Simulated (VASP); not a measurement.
Input of a VASP 6.6.1 run:

File INCAR:

```
SYSTEM = Cu
PREC     = Accurate       ! precision mode
ENCUT    = 600            ! plane-wave cutoff, eV
EDIFF    = 1E-6           ! SCF threshold, eV
ISMEAR   = -1             ! smearing method
SIGMA    = 0.1            ! smearing width, eV
LREAL    = .FALSE.        ! projectors in reciprocal space
LASPH    = .TRUE.         ! aspherical terms in the spheres
NELM     = 120            ! most SCF steps
ALGO     = Normal         ! electronic algorithm
ISIF     = 2              ! what is computed and relaxed
LWAVE    = .FALSE.        ! write WAVECAR
LCHARG   = .FALSE.        ! write CHGCAR
GGA      = PE             ! functional
NBANDS   = 12             ! bands
GGA_COMPAT= .FALSE.
```

The input KPOINTS:

```
Automatic mesh
0
G
  11 11 11
  0 0 0
```

The input POSCAR:

```
Cu
1.0
    0.0000000000      1.7830713297      1.7830713297
    1.7830713297      0.0000000000      1.7830713297
    1.7830713297      1.7830713297      0.0000000000
Cu
1
Direct
    0.0000000000      0.0000000000      0.0000000000
```

Potentials or basis: VASP PAW PBE potentials, release 64 (Cu).

Launch:

```console
$ cat potpaw_PBE.64/Cu/POTCAR > POTCAR
$ mpirun -np 1 vasp_std > vasp.out
```

Task: What does it give for the pressure?

Result: 8.9 GPa.
